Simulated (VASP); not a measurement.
Set up this calculation in VASP 6.6.1, as the native input.

| Property | Result |
| --- | --- |
| Task | single point |
| Functional | PBE |
| Potentials or basis | VASP PAW PBE potentials, release 64 (Zn) |
| Cutoff | 520 eV |
| k mesh | 1 × 1 × 1 |
| Occupations | fermi-dirac, width 0.01 eV |
| Spin | collinear spin, zero start |
| Starting moments | [0.01] μB |
| Dipole correction | no |
| Further INCAR settings | ALGO = Normal; EDIFF = 1e-06; NBANDS = 16; ISYM = 0 |

The structure of Zn lies in POSCAR:

```
Zn
1.0
   14.0000000000      0.0000000000      0.0000000000
    0.0000000000     14.4000000000      0.0000000000
    0.0000000000      0.0000000000     14.8000000000
Zn
1
Direct
    0.5000000000      0.5000000000      0.5000000000
```

The input as run:

INCAR

```
SYSTEM = Zn
ALGO = Normal
EDIFF = 1E-6
ENCUT = 520
GGA = PE
ISIF = 2
ISMEAR = -1
ISPIN = 2
ISYM = 0
LASPH = .TRUE.
LCHARG = .FALSE.
LORBIT = 11
LREAL = .FALSE.
LWAVE = .FALSE.
MAGMOM = 0.01
NBANDS = 16
NELM = 150
PREC = Accurate
SIGMA = 0.01
```

KPOINTS

```
k-points
0
G
  1 1 1
  0 0 0
```

Potentials or basis: VASP PAW PBE potentials, release 64 (Zn).

Command:

```bash
$ cat potpaw_PBE.64/Zn/POTCAR > POTCAR
$ mpirun -np 1 vasp_gam > vasp.out
```

Results of the run:

```json
{
 "Pressure": "0.0 GPa",
 "Band gap on the k mesh": "4.87 eV",
 "Net moment": "0.00 μB per cell",
 "Valence electrons inside the program's atomic spheres": "Zn 10.62"
}
```

It took 11 min on 1 thread of Intel Xeon 8259CL (shared host), peak memory 2.7 GiB.
